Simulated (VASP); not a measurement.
# C in VASP: settings compared

Aim: see how the results for C move with the level of theory and the settings. Levels: PBE+D3(BJ), r2SCAN. Tasks: single point.

Program: VASP 6.6.1. These are calculated values, not measurements. Logs are shortened: lines on timing, memory, paths and dates and some standing lists are left out, and cuts for length are marked.

## (1) The cell of the first run

The cell holds a slab with vacuum, 10 atoms: a = 2.465 Å, b = 2.465 Å, c = 21.477 Å, α = 90.00°, β = 90.00°, γ = 120.00°.

## (2) Single point, PBE+D3(BJ)

The input, INCAR:

```
PREC = Accurate ; ENCUT = 520
EDIFF = 1E-7 ; ISMEAR = 0
SIGMA = 0.1 ; LREAL = F
LASPH = T ; NELM = 60
ALGO = Normal ; ISIF = 2
LWAVE = F ; LCHARG = T
GGA = PE ; IVDW = 12
LELF = T ; LVHAR = T
NBANDS = 31
```

The input, KPOINTS:

```
Automatic mesh
0
Gamma
  15 15 1
```

The input, POSCAR:

```
C
1.0
    2.4649796689      0.0000000000      0.0000000000
   -1.2324898345      2.1347350131      0.0000000000
    0.0000000000      0.0000000000     21.4768665492
C
10
Direct
    0.0000000000      0.0000000000      0.1862469195
    0.6666666667      0.3333333333      0.1862469085
    0.0000000000      0.0000000000      0.3431234625
    0.3333333333      0.6666666667      0.3431234515
    0.0000000000      0.0000000000      0.5000000055
    0.6666666667      0.3333333333      0.4999999945
    0.0000000000      0.0000000000      0.6568765485
    0.3333333333      0.6666666667      0.6568765375
    0.0000000000      0.0000000000      0.8137530915
    0.6666666667      0.3333333333      0.8137530805
```

Potentials or basis: VASP PAW PBE potentials, release 64 (C).

On the command line:

```bash
$ cat potpaw_PBE.64/C/POTCAR > POTCAR
$ mpirun -np 1 vasp_std > vasp.out
```

OUTCAR:

```text
PREC = Accurate
   ENCUT = 520
   EDIFF = 1E-7
   ISMEAR = 0
   LREAL = F
   LASPH = T
   NELM = 60
   ISIF = 2
   GGA = PE
   IVDW = 12
 IVDW          = 12

 ion  position               nearest neighbor table
   1  0.000  0.000  0.186-   2 1.42   2 1.42   2 1.42
   2  0.667  0.333  0.186-   1 1.42   1 1.42   1 1.42
   3  0.000  0.000  0.343-   4 1.42   4 1.42   4 1.42
   4  0.333  0.667  0.343-   3 1.42   3 1.42   3 1.42
   5  0.000  0.000  0.500-   6 1.42   6 1.42   6 1.42
   6  0.667  0.333  0.500-   5 1.42   5 1.42   5 1.42
   7  0.000  0.000  0.657-   8 1.42   8 1.42   8 1.42
   8  0.333  0.667  0.657-   7 1.42   7 1.42   7 1.42
   9  0.000  0.000  0.814-  10 1.42  10 1.42  10 1.42
  10  0.667  0.333  0.814-   9 1.42   9 1.42   9 1.42

  LATTYP: Found a hexagonal cell.
 ALAT       =     2.4649796689
 C/A-ratio  =     8.7127966288

  Lattice vectors:

 A1 = (   2.4649796689,   0.0000000000,   0.0000000000)
 A2 = (  -1.2324898345,   2.1347350131,   0.0000000000)
 A3 = (   0.0000000000,   0.0000000000,  21.4768665492)

Analysis of symmetry for initial positions (statically):
=====================================================================
 Subroutine PRICEL returns:
 Original cell was already a primitive cell.

 Routine SETGRP: Setting up the symmetry group for a
 hexagonal supercell.

 Subroutine GETGRP returns: Found 12 space group operations
 (whereof 12 operations were pure point group operations)
 out of a pool of 24 trial point group operations.

The static configuration has the point symmetry D_3h.

Analysis of symmetry for dynamics (positions and initial velocities):
=====================================================================
 Subroutine PRICEL returns:
 Original cell was already a primitive cell.

 Routine SETGRP: Setting up the symmetry group for a
 hexagonal supercell.

 Subroutine GETGRP returns: Found 12 space group operations
 (whereof 12 operations were pure point group operations)
 out of a pool of 24 trial point group operations.

The dynamic configuration has the point symmetry D_3h.

 Subroutine INISYM returns: Found 12 space group operations
 (whereof 12 operations are pure point group operations),
 and found     1 'primitive' translations

----------------------------------------------------------------------------------------

                                     Primitive cell

  volume of cell :     113.0130

  direct lattice vectors                    reciprocal lattice vectors
     2.464979669  0.000000000  0.000000000     0.405682859  0.234221108  0.000000000
    -1.232489834  2.134735013  0.000000000     0.000000000  0.468442216  0.000000000
     0.000000000  0.000000000 21.476866549     0.000000000  0.000000000  0.046561727

  length of vectors
     2.464979669  2.464979669 21.476866549     0.468442216  0.468442216  0.046561727

  position of ions in fractional coordinates (direct lattice)
     0.000000000  0.000000000  0.186246920
     0.666666667  0.333333333  0.186246909
     0.000000000  0.000000000  0.343123463
     0.333333333  0.666666667  0.343123451
     0.000000000  0.000000000  0.500000005
     0.666666667  0.333333333  0.499999995
     0.000000000  0.000000000  0.656876549
     0.333333333  0.666666667  0.656876537
     0.000000000  0.000000000  0.813753091
     0.666666667  0.333333333  0.813753080

  ion indices of the primitive-cell ions
   primitive index   ion index
                 1           1
                 2           2
                 3           3
                 4           4
                 5           5
                 6           6
                 7           7
                 8           8
                 9           9
                10          10

----------------------------------------------------------------------------------------

 KPOINTS: Automatic mesh

Automatic generation of k-mesh.
 Grid dimensions read from file:
 generate k-points for:   15   15    1

 Generating k-lattice:

  Cartesian coordinates                     Fractional coordinates (reciprocal lattice)
     0.027045524  0.015614741  0.000000000     0.066666667  0.000000000  0.000000000
     0.000000000  0.031229481  0.000000000     0.000000000  0.066666667  0.000000000
     0.000000000  0.000000000  0.046561727     0.000000000  0.000000000  1.000000000

  Length of vectors
     0.031229481  0.031229481  0.046561727

  Shift w.r.t. Gamma in fractional coordinates (k-lattice)
     0.000000000  0.000000000  0.000000000

 Subroutine IBZKPT returns following result:
 ===========================================

 Found     27 irreducible k-points:

 Following reciprocal coordinates:
            Coordinates               Weight
  0.000000  0.000000  0.000000      1.000000
  0.066667  0.000000  0.000000      6.000000
  0.133333 -0.000000  0.000000      6.000000
  0.200000 -0.000000  0.000000      6.000000
  0.266667 -0.000000  0.000000      6.000000
  0.333333 -0.000000  0.000000      6.000000
[... 16 lines left out ...]
  0.333333  0.200000  0.000000     12.000000
  0.400000  0.200000  0.000000      6.000000
 [... further k-points ...]
   k-points           NKPTS =     27   k-points in BZ     NKDIM =     27   number of bands    NBANDS=     31
   number of dos      NEDOS =    301   number of ions     NIONS =     10
   total plane-waves  NPLWV =  51840
   dimension x,y,z NGX =    18 NGY =   18 NGZ =  160
   dimension x,y,z NGXF=    36 NGYF=   36 NGZF=  320
   ions per type =              10
   NGX,Y,Z   is equivalent  to a cutoff of  12.14, 12.14, 12.39 a.u.
   NGXF,Y,Z  is equivalent  to a cutoff of  24.28, 24.28, 24.77 a.u.
 SYSTEM =  unknown system
   PREC   = accura    normal or accurate (medium, high low for compatibility)
   ISTART =      0    job   : 0-new  1-cont  2-samecut
   ICHARG =      2    charge: 1-file 2-atom 10-const
   ISPIN  =      1    spin polarized calculation?
   LNONCOLLINEAR =      F non collinear calculations
   LSORBIT =      F    spin-orbit coupling
   LASPH  =      T    aspherical Exc in radial PAW
   ENCUT  =  520.0 eV  38.22 Ry    6.18 a.u.   4.58  4.58 39.93*2*pi/ulx,y,z
   NELM   =     60;   NELMIN=  2; NELMDL= -5     # of ELM steps
   EDIFF  = 0.1E-06   stopping-criterion for ELM
   LREAL  =      F    real-space projection
   EDIFFG = 0.1E-05   stopping-criterion for IOM
   NSW    =      0    number of steps for IOM
   IBRION =     -1    ionic relax: 0-MD 1-quasi-New 2-CG
   NFREE  =      0    steps in history (QN), initial steepest desc. (CG)
   ISIF   =      2    stress and relaxation
   ISYM   =      2    0-nonsym 1-usesym 2-fastsym
   POTIM  = 0.5000    time-step for ionic-motion
   TEBEG  =    0.0;   TEEND  =   0.0 temperature during run
   PSTRESS=    0.0 pullay stress
   NELECT =      40.0000    total number of electrons
   NUPDOWN=      -1.0000    fix difference up-down
   EMIN   =  10.00;   EMAX   =-10.00  energy-range for DOS
   EFERMI =   0.00;   METHOD = LEGACY
   ISMEAR =     0;   SIGMA  =   0.10  broadening in eV -4-tet -1-fermi 0-gaus
   EFERMI_NEDOS =   21; number of points for ismear=-14 and -15
   IALGO  =     38    algorithm
   IMIX   =      4    mixing-type and parameters
     AMIX     =   0.40;   BMIX     =  1.00
     AMIX_MAG =   1.60;   BMIX_MAG =  1.00
  volume/ion in A,a.u.               =      11.30        76.26
  Fermi-wavevector in a.u.,A,eV,Ry     =   1.158027  2.188354 18.245779  1.341027
  Thomas-Fermi vector in A             =   2.294633
   LORBIT       =      0    0 simple, 1 ext, 2 COOP (PROOUT), +10 PAW based schemes
   GGA     = PE    functional components
   LHFCALC =     F    Hartree Fock is set to
   AEXX    =    0.0000 exact exchange contribution
   IVDW    =    12    specifies the selected vdW correction
   LEPSILON=     F    determine dielectric tensor
   LRPA    =     F    only Hartree local field effects (RPA)
 non-spin polarized calculation
 Gauss-broadening in eV      SIGMA  =   0.10
  energy-cutoff  :      520.00
  volume of cell :      113.01
 maximum number of plane-waves:      3090
   NGX =  9   NGY =  9   NGZ = 79

 number of electron      39.9999988 magnetization

 Free energy of the ion-electron system (eV)
  ---------------------------------------------------
  ext. energy  EPLUGINS =         0.00000000
  ---------------------------------------------------
  free energy    TOTEN  =       -92.14184259 eV

  energy without entropy =      -92.13885647  energy(sigma->0) =      -92.14034953

 E-fermi :   2.7206     XC(G=0):  -8.4309

 val. band max:        2.7106112519   @ k =   0.3333   0.3333   0.0000
 cond. band min:       2.7213324606   @ k =   0.3333   0.3333   0.0000
 fundamental gap:      0.0107212087
 Fermi energy:         2.7206372417

 k-point     1 :       0.0000    0.0000    0.0000
  band No.  band energies     occupation
      1     -16.9092      2.00000
      2     -16.8614      2.00000
      3     -16.7900      2.00000
      4     -16.7159      2.00000
      5     -16.6574      2.00000
      6      -5.6645      2.00000
[... 23 lines left out ...]
     30      11.0653      0.00000
     31      11.0808      0.00000

 k-point     2 :       0.0667    0.0000    0.0000
  band No.  band energies     occupation
      1     -16.8032      2.00000
      2     -16.7558      2.00000
      3     -16.6848      2.00000
      4     -16.6112      2.00000
      5     -16.5530      2.00000
      6      -5.5361      2.00000
[... 23 lines left out ...]
     30      11.1506      0.00000
     31      11.5111      0.00000

 k-point     3 :       0.1333   -0.0000    0.0000
  band No.  band energies     occupation
      1     -16.4860      2.00000
      2     -16.4397      2.00000
      3     -16.3701      2.00000
      4     -16.2979      2.00000
      5     -16.2407      2.00000
      6      -5.1527      2.00000
[... 703 lines left out ...]
     30      13.3374      0.00000
     31      13.5595      0.00000

 k-point    24 :       0.4000    0.2000    0.0000
  band No.  band energies     occupation
      1     -10.9761      2.00000
      2     -10.9593      2.00000
      3     -10.9327      2.00000
      4     -10.9071      2.00000
      5     -10.8869      2.00000
      6      -9.9638      2.00000
[... 23 lines left out ...]
     30      13.7548      0.00000
     31      14.0771      0.00000

 [... further k-points ...]

------------------------ aborting loop because EDIFF is reached ----------------------------------------

 Edisp (eV)   -1.41569

 E8    (eV) :    -0.4075

  FORCE on cell =-STRESS in cart. coord.  units (eV):
  Direction    XX          YY          ZZ          XY          YZ          ZX
  --------------------------------------------------------------------------------------
  -------------------------------------------------------------------------------------
  Total       0.43774     0.43774    -0.04372    -0.00000     0.00000    -0.00000
  in kB       6.20579     6.20579    -0.61979    -0.00000     0.00000    -0.00000
  external pressure =        3.93 kB  Pullay stress =        0.00 kB

 VOLUME and BASIS-vectors are now :
 -----------------------------------------------------------------------------
  energy-cutoff  :      520.00
  volume of cell :      113.01
      direct lattice vectors                 reciprocal lattice vectors
     2.464979669  0.000000000  0.000000000     0.405682859  0.234221108  0.000000000
    -1.232489834  2.134735013  0.000000000     0.000000000  0.468442216  0.000000000
     0.000000000  0.000000000 21.476866549     0.000000000  0.000000000  0.046561727

 POSITION                                       TOTAL-FORCE (eV/Angst)
 -----------------------------------------------------------------------------------
      0.00000      0.00000      4.00000         0.000000      0.000000      0.004784
      1.23249      0.71158      4.00000        -0.000000     -0.000000     -0.012606
      0.00000      0.00000      7.36922         0.000000     -0.000000      0.000171
     -0.00000      1.42316      7.36922         0.000000     -0.000000      0.002741
      0.00000      0.00000     10.73843        -0.000000     -0.000000      0.000000
      1.23249      0.71158     10.73843        -0.000000      0.000000      0.000000
      0.00000      0.00000     14.10765         0.000000     -0.000000     -0.000171
     -0.00000      1.42316     14.10765         0.000000     -0.000000     -0.002741
      0.00000      0.00000     17.47687         0.000000      0.000000     -0.004784
      1.23249      0.71158     17.47687        -0.000000     -0.000000      0.012606
 -----------------------------------------------------------------------------------
    total drift:                               -0.000000      0.000000      0.000000

  FREE ENERGIE OF THE ION-ELECTRON SYSTEM (eV)
  ---------------------------------------------------
  free  energy   TOTEN  =       -93.5575300199 eV

  energy  without entropy=      -93.5545439031  energy(sigma->0) =      -93.55603696
```

Run time: 3 min. Hardware: 1 thread of Intel Xeon 8259CL, shared host; peak memory 0.24 GiB.

What came out:

| Quantity | Value |
| --- | --- |
| Free energy | -93.5575 eV |
| Largest force | 0.013 eV/Å |
| Dispersion energy per atom | -0.142 eV |

Forces on the atoms (eV/Å):
```
C    0.000  0.000  0.005
C    0.000  0.000 -0.013
C    0.000  0.000  0.000
C    0.000  0.000  0.003
C    0.000  0.000  0.000
C    0.000  0.000  0.000
C    0.000  0.000  0.000
C    0.000  0.000 -0.003
C    0.000  0.000 -0.005
C    0.000  0.000  0.013
```

## (3) Single point, PBE+D3(BJ) (atoms taken out)

The input, INCAR:

```
PREC = Accurate ; ENCUT = 520
EDIFF = 1E-6 ; ISMEAR = 0
SIGMA = 0.1 ; LREAL = Auto
LASPH = T ; NELM = 60
ALGO = Normal ; ISIF = 2
LWAVE = F ; LCHARG = T
LDIPOL = T ; IDIPOL = 3
DIPOL = 0.5 0.5 0.500 ; GGA = PE
IVDW = 12 ; LELF = T
LVHAR = T ; LVACPOTAV = T
NBANDS = 51
```

KPOINTS is that of step 2.

The input, POSCAR:

```
C
1.0
    2.4649796689      0.0000000000      0.0000000000
   -1.2324898345      2.1347350131      0.0000000000
    0.0000000000      0.0000000000     41.9537328631
C
18
Direct
    0.0000000000      0.0000000000      0.1787683651
    0.6666666667      0.3333333333      0.1787683595
    0.0000000000      0.0000000000      0.2590762746
    0.3333333333      0.6666666667      0.2590762689
    0.0000000000      0.0000000000      0.3393841840
    0.6666666667      0.3333333333      0.3393841784
    0.0000000000      0.0000000000      0.4196920934
    0.3333333333      0.6666666667      0.4196920878
    0.0000000000      0.0000000000      0.5000000028
    0.6666666667      0.3333333333      0.4999999972
    0.0000000000      0.0000000000      0.5803079122
    0.3333333333      0.6666666667      0.5803079066
    0.0000000000      0.0000000000      0.6606158216
    0.6666666667      0.3333333333      0.6606158160
    0.0000000000      0.0000000000      0.7409237311
    0.3333333333      0.6666666667      0.7409237254
    0.0000000000      0.0000000000      0.8212316405
    0.6666666667      0.3333333333      0.8212316349
```

Potentials or basis: VASP PAW PBE potentials, release 64 (C).

On the command line:

```bash
$ cat potpaw_PBE.64/C/POTCAR > POTCAR
$ mpirun -np 1 vasp_std > vasp.out
```

It took 18 min on 1 thread of Intel Xeon 8259CL, shared host; peak memory 0.4 GiB.

Results (log left out):

- Free energy: -168.4931 eV
- Largest force: 0.016 eV/Å
- Dispersion energy per atom: -0.147 eV

Forces in eV/Å, atoms in the order of the input:
```
C    0.000  0.000  0.016
C    0.000  0.000 -0.001
C    0.000  0.000  0.006
C    0.000  0.000  0.010
C    0.000  0.000  0.012
C    0.000  0.000  0.010
C    0.000  0.000  0.012
C    0.000  0.000  0.013
C    0.000  0.000  0.000
C    0.000  0.000  0.000
C    0.000  0.000 -0.012
C    0.000  0.000 -0.013
C    0.000  0.000 -0.012
C    0.000  0.000 -0.010
C    0.000  0.000 -0.006
C    0.000  0.000 -0.010
C    0.000  0.000 -0.016
C    0.000  0.000  0.001
```

Levels at points of the mesh, in eV from the Fermi level:
```
           k point  band 34  band 35  band 36  band 37  band 38  band 39
(0.00, 0.00, 0.00)    -3.00    -3.00    -3.00     3.57     3.62     4.40
```

Caveat: the cell differs from its parent crystal (atoms taken out).

## (4) Single point, r2SCAN

This run uses another cell than the first one.

The input, POSCAR:

```
C
1.0
    2.4649796689      0.0000000000      0.0000000000
   -1.2324898345      2.1347350131      0.0000000000
    0.0000000000      0.0000000000     28.4768665492
C
10
Direct
    0.0000000000      0.0000000000      0.2633716818
    0.6666666667      0.3333333333      0.2633716735
    0.0000000000      0.0000000000      0.3816858430
    0.3333333333      0.6666666667      0.3816858347
    0.0000000000      0.0000000000      0.5000000041
    0.6666666667      0.3333333333      0.4999999959
    0.0000000000      0.0000000000      0.6183141653
    0.3333333333      0.6666666667      0.6183141570
    0.0000000000      0.0000000000      0.7366283265
    0.6666666667      0.3333333333      0.7366283182
```

The input, INCAR.step1:

```
SYSTEM = C
PREC = Accurate
ENCUT = 520
ISMEAR = 0
SIGMA = 0.1
LREAL = .FALSE.
LASPH = .TRUE.
NELM = 60
LDIPOL = .TRUE.
IDIPOL = 3
DIPOL = 0.5 0.5 0.500
NBANDS = 31
GGA = PE
ALGO = Normal
EDIFF = 1E-4
LWAVE = .TRUE.
LCHARG = .FALSE.
```

The input, INCAR.step2:

```
SYSTEM = C
PREC = Accurate
ENCUT = 520
EDIFF = 1E-6
ISMEAR = 0
SIGMA = 0.1
LREAL = .FALSE.
LASPH = .TRUE.
NELM = 60
ALGO = Normal
ISIF = 2
LWAVE = .FALSE.
LCHARG = .FALSE.
LDIPOL = .TRUE.
IDIPOL = 3
DIPOL = 0.5 0.5 0.500
METAGGA = R2SCAN
LMIXTAU = .TRUE.
NBANDS = 31
ISTART = 1
```

The input, KPOINTS:

```
regular mesh
0
G
  15 15 1
  0 0 0
```

On the command line:

```bash
$ cat potpaw_PBE.64/C/POTCAR > POTCAR
$ cp INCAR.step1 INCAR
$ mpirun -np 1 vasp_std > vasp.out
$ cp INCAR.step2 INCAR
$ mpirun -np 1 vasp_std > vasp.out
```

Run time: 14 min. Hardware: 1 thread of Intel Xeon 8259CL, shared host; peak memory 0.31 GiB.

The run converged. Its results:

```
Free energy            : -99.3254 eV
Largest force          : 0.027 eV/Å
Band gap on the k mesh : zero (filled and empty bands touch)
```

Forces in eV/Å, atoms in the order of the input:
```
C    0.000  0.000 -0.017
C    0.000  0.000 -0.027
C    0.000  0.000 -0.003
C    0.000  0.000  0.000
C    0.000  0.000  0.000
C    0.000  0.000  0.000
C    0.000  0.000  0.003
C    0.000  0.000  0.000
C    0.000  0.000  0.017
C    0.000  0.000  0.027
```

Levels at points of the mesh, in eV from the Fermi level:
| k point | band 17 | band 18 | band 19 | band 20 | band 21 | band 22 | band 23 | band 24 |
| --- | --- | --- | --- | --- | --- | --- | --- | --- |
| (0.00, 0.00, 0.00) | -3.19 | -3.19 | -3.19 | -3.19 | 3.90 | 4.03 | 4.75 | 5.36 |

Caveat: the PAW data sets were made with another functional, which shifts forces and pressure a little.

## (5) Summary

| level | cell | dipole correction | largest force (eV/Å) |
| --- | --- | --- | --- |
| PBE+D3(BJ) | a = 2.465, b = 2.465, c = 21.477 Å, angles 90.0, 90.0, 120.0°, 10 atoms, atomic positions A | no | 0.01 |
| PBE+D3(BJ) | a = 2.465, b = 2.465, c = 41.954 Å, angles 90.0, 90.0, 120.0°, 18 atoms, atomic positions B | yes | 0.02 |
| r2SCAN | a = 2.465, b = 2.465, c = 28.477 Å, angles 90.0, 90.0, 120.0°, 10 atoms, atomic positions A | yes | 0.03 |

Alike in all rows: task single point; potentials or basis VASP PAW PBE potentials, release 64 (C); no spin polarisation; k mesh 15 × 15 × 1; cutoff (eV) 520; smearing gaussian 0.1 eV.

Caveats: the PAW data sets were made with another functional, which shifts forces and pressure a little (at least some runs).

Total energies depend on the potentials used, so only differences within one code and one set of settings carry meaning.
